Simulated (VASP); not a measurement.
# Hf: single point with B3LYP5

The system is Hf.

```
Hf
1.0
     3.13144    0.00000    0.00000
    -1.56572    2.71191    0.00000
     0.00000    0.00000    4.95455
Hf
2
Direct
  0.66667 0.33333 0.75000
  0.33333 0.66667 0.25000
```

```yaml
Program: VASP 6.6.1
Task: single point
Functional: B3LYP5
Potentials_or_basis: VASP PAW PBE potentials, release 64 (Hf_pv)
Cutoff: 520 eV
k_mesh: 5 × 5 × 3
Occupations: fermi-dirac, width 0.05 eV
Spin: no spin polarisation
Dipole_correction: no
Grid_for_exact_exchange_PRECFOCK: Normal
Further_INCAR_settings: ALGO = Normal; EDIFF = 1e-06; NBANDS = 17
Share_of_exact_exchange: 0.2
```

```yaml
Pressure: 9.1 GPa
Band_gap_on_the_k_mesh: zero (bands 10 and 11 overlap by 1.74 eV)
```

Stress tensor (GPa, compression positive):
```
10.98  0.00  0.00
 0.00 10.98  0.00
 0.00  0.00  5.44
```

Levels at points of the mesh, in eV from the Fermi level:
```csv
k point,band 7,band 8,band 9,band 10,band 11,band 12,band 13,band 14
"(0.00, 0.00, 0.00)",-8.61,-4.55,1.21,1.74,1.74,2.21,2.82,2.82
```

Run time: 17 min on 1 thread of Intel(R) Xeon(R) Platinum 8259CL CPU @ 2.50GHz (Skylake/Cascade Lake), on a shared host, peak memory 0.17 GiB.

Caveat: the k points lie up to 0.46 Å⁻¹ apart, too coarse for converged energies and pressures of a metal; the PAW data sets were made with another functional, which shifts forces and pressure a little; spin-orbit coupling is left out, which moves the levels of the heavy elements.
